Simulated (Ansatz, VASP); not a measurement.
One calculation of B2O, two programs

```
B O
1.0
     2.40688    0.00000    0.00000
    -1.20344    2.08442    0.00000
     0.00000    0.00000    9.52571
B O
4 2
Cartesian
  0.0000 0.0000 3.9046
  0.0000 0.0000 5.6211
  1.2034 0.6948 0.2795
  0.0000 1.3896 9.2462
  1.2034 0.6948 3.3586
  0.0000 1.3896 6.1671
```

Alike in both runs: task single point; functional PBE; dispersion D3(BJ); k mesh 21 × 21 × 6; occupations gaussian, width 0.15 eV; no spin polarisation.

```csv
,VASP,Ansatz
version,VASP 6.6.1,Ansatz 0.2.0
potentials or method,"VASP PAW PBE potentials, release 64 (B, O), cutoff 520 eV","scalar-relativistic, plane waves, PAW"
valence electrons in the cell,24,24
```

Ansatz gave:

| Property | Result |
| --- | --- |
| gap on the k mesh at the Fermi level (eV) | none |
| rms of the force components (eV/Å) | 0.893 |

Q: Estimate VASP's values.

A: gap on the k mesh at the Fermi level (eV): none; rms of the force components (eV/Å): 0.897.

Atom by atom the forces differ by 0.008 eV/Å (rms over components). A gap of «none» marks a metal or a gap that the smearing closes.
